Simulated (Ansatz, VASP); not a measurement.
One calculation of HgF3, two programs

```
Hg F
1.0
     0.00000    2.86317    2.86317
     2.86317    0.00000    2.86317
     2.86317    2.86317    0.00000
Hg F
1 3
Direct
  0.00000 0.00000 0.00000
  0.50000 0.50000 0.50000
  0.75000 0.75000 0.75000
  0.25000 0.25000 0.25000
```

Alike in both runs: task single point; functional PBE; k mesh 8 × 8 × 8; occupations fermi-dirac, width 0.05 eV; no spin polarisation.

|  | VASP | Ansatz |
| --- | --- | --- |
| version | VASP 6.6.1 | Ansatz 0.2.0 |
| potentials or method | VASP PAW PBE potentials, release 64 (Hg, F) | Ansatz PAW |
| plane-wave cutoff (eV) | 520 | 420 |
| valence electrons in the cell | 33 | 41 |

|  | VASP | Ansatz | Ansatz less VASP |
| --- | --- | --- | --- |
| gap on the k mesh at the Fermi level (eV) | none | none | - |
| pressure (GPa) | 1.6 | 1.4 | -0.22 |

A gap of «none» marks a metal or a gap that the smearing closes. VASP's potentials hold 33 valence electrons a cell and Ansatz's 41, so a difference there can come from the potentials and not from the codes.

Neither program's run includes spin-orbit coupling.
